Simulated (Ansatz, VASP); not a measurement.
## NaCaBr3 in VASP and in Ansatz

```
Na Ca Br
1.0
     5.58432    0.00000    0.00000
     0.00000    5.58432    0.00000
     0.00000    0.00000    5.58432
Na Ca Br
1 1 3
Direct
  0.00000 0.00000 0.00000
  0.50000 0.50000 0.50000
  0.50000 0.50000 0.00000
  0.50000 0.00000 0.50000
  0.00000 0.50000 0.50000
```

Alike in both runs: task single point; functional r2SCAN; k mesh 4 × 4 × 4; no spin polarisation.

```csv
,VASP,Ansatz
version,VASP 6.6.1,Ansatz 0.2.0
potentials or method,"VASP PAW PBE potentials, release 64 (Na_pv, Ca_sv, Br)","plane waves, PAW"
plane-wave cutoff (eV),520,500
occupations,"gaussian, width 0.01 eV",fixed
valence electrons in the cell,38,40
```

|  | VASP | Ansatz | Ansatz less VASP |
| --- | --- | --- | --- |
| gap on the k mesh at the Fermi level (eV) | 3.81 | 3.80 | -0.006 |
| pressure (GPa) | 0.8 | 0.7 | -0.07 |

VASP's potentials were made for PBE, not for r2SCAN. VASP's potentials hold 38 valence electrons a cell and Ansatz's 40, so a difference there can come from the potentials and not from the codes.
